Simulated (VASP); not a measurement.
Write the native input for VASP 6.6.1 that does the following.

```
Task                   : single point
Functional             : r2SCAN
Potentials or basis    : VASP PAW PBE potentials, release 64 (Re)
Cutoff                 : 520 eV
k mesh                 : 20 × 20 × 20
Occupations            : gaussian, width 0.15 eV
Spin                   : no spin polarisation
Dipole correction      : no
Further INCAR settings : ALGO = Normal; EDIFF = 1e-07; NBANDS = 10
```

Crystal: Re.

```
Re
1.0
     0.00000    1.96513    1.97500
     1.97500    0.00000    1.97500
     1.97500    1.96513    0.00000
Re
1
Direct
  0.00000 0.00000 0.00000
```

This cell differs from its parent crystal: strain -0.0050 x Voigt [0, 1, 0, 0, 0, 0].

These files were run (other wordings do the same):

POSCAR

```
Re
1.0
    0.0000000000      1.9651250000      1.9750000000
    1.9750000000      0.0000000000      1.9750000000
    1.9750000000      1.9651250000      0.0000000000
Re
1
Direct
    0.0000000000      0.0000000000      0.0000000000
```

INCAR.step1

```
PREC     = Accurate       # precision mode
ENCUT    = 520            # plane-wave cutoff, eV
ISMEAR   = 0              # smearing method
SIGMA    = 0.15           # smearing width, eV
LREAL    = False          # projectors in reciprocal space
LASPH    = True           # aspherical terms in the spheres
NELM     = 100            # most SCF steps
NBANDS   = 10             # bands
GGA      = PE             # functional
ALGO     = Normal         # electronic algorithm
EDIFF    = 1E-4           # SCF threshold, eV
LWAVE    = True           # write WAVECAR
LCHARG   = False          # write CHGCAR
```

INCAR.step2

```
PREC     = Accurate       # precision mode
ENCUT    = 520            # plane-wave cutoff, eV
EDIFF    = 1E-7           # SCF threshold, eV
ISMEAR   = 0              # smearing method
SIGMA    = 0.15           # smearing width, eV
LREAL    = False          # projectors in reciprocal space
LASPH    = True           # aspherical terms in the spheres
NELM     = 100            # most SCF steps
ALGO     = Normal         # electronic algorithm
ISIF     = 2              # what is computed and relaxed
LWAVE    = False          # write WAVECAR
LCHARG   = True           # write CHGCAR
METAGGA  = R2SCAN         # meta-GGA
LMIXTAU  = True         
LELF     = True           # ELF
LVHAR    = True         
NBANDS   = 10             # bands
ISTART   = 1
```

KPOINTS

```
Automatic mesh
0
Gamma
  20 20 20
```

Potentials or basis: VASP PAW PBE potentials, release 64 (Re).

Command:

```bash
$ cat potpaw_PBE.64/Re/POTCAR > POTCAR
$ cp INCAR.step1 INCAR
$ mpirun -np 1 vasp_std > vasp.out
$ cp INCAR.step2 INCAR
$ mpirun -np 1 vasp_std > vasp.out
```

Results of the run:

| Property | Result |
| --- | --- |
| Pressure | -14.0 GPa |
| Band gap on the k mesh | zero (an odd number of electrons rules out a gap without spin polarisation) |

Caveat: the cell differs from its parent crystal (strain -0.0050 x Voigt [0, 1, 0, 0, 0, 0]); the cell stands under tension; the PAW data sets were made with another functional, which shifts forces and pressure a little; spin-orbit coupling is left out, which moves the levels of the heavy elements.

It took 12 min on 1 thread of Oxide Virtual Turin-like Processor, on a shared host, peak memory 0.2 GiB.
